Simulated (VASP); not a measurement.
A run of VASP 6.6.1 is set up as follows.

The input POSCAR:

```
SiC
1.0
    0.0000000000      2.1790000000      2.1790000000
    2.1790000000      0.0000000000      2.1790000000
    2.1790000000      2.1790000000      0.0000000000
Si C
1 1
Direct
    0.0000000000      0.0000000000      0.0000000000
    0.2500000000      0.2500000000      0.2500000000
```

The input INCAR.step1:

```
ALGO = Normal
EDIFF = 1E-8
ENCUT = 500
GGA = PE
ISMEAR = 0
LASPH = T
LCHARG = F
LREAL = F
LWAVE = T
NELM = 100
PREC = Accurate
SIGMA = 0.01
```

Contents of INCAR.step2:

```
ALGO = Exact
EDIFF = 1E-8
ENCUT = 500
GGA = PE
ISMEAR = 0
ISTART = 1
LASPH = T
LCHARG = F
LOPTICS = T
LREAL = F
LWAVE = T
NBANDS = 1144
NELM = 1
PREC = Accurate
SIGMA = 0.01
```

File INCAR.step3:

```
ALGO = EVGW0
EDIFF = 1E-8
ENCUT = 500
ENCUTGW = 200
GGA = PE
ISMEAR = 0
ISTART = 1
LASPH = T
LCHARG = F
LREAL = F
LWAVE = F
NBANDS = 1144
NBANDSGW = 12
NELMGW = 1
NOMEGA = 48
PREC = Accurate
PRECFOCK = Fast
SIGMA = 0.01
```

The input KPOINTS:

```
k-points
0
Gamma
  2 2 2
```

Potentials or basis: VASP PAW PBE potentials, release 64 (Si_GW, C_GW).

Command:

```bash
$ cat potpaw_PBE.64/Si_GW/POTCAR potpaw_PBE.64/C_GW/POTCAR > POTCAR
$ cp INCAR.step1 INCAR
$ mpirun -np 1 vasp_std > vasp.out
$ cp INCAR.step2 INCAR
$ mpirun -np 1 vasp_std > vasp.out
$ cp INCAR.step3 INCAR
$ mpirun -np 1 vasp_std > vasp.out
```

Problem. What does it give for the quasiparticle gap?

Solution. 1.58 eV.

Problem. Predict the least direct quasiparticle gap.

Solution. 5.12 eV.

Problem. Predict the least direct gap of the starting levels on the mesh.

Solution. 4.30 eV.

Problem. What does it give for the band gap of the starting levels on the mesh?

Solution. 0.94 eV.

Caveat: the k points lie up to 1.25 Å⁻¹ apart, too coarse for converged energies, forces and pressures; bands, screening cutoff and mesh are small and nothing is extrapolated, so the quasiparticle values aren't converged.
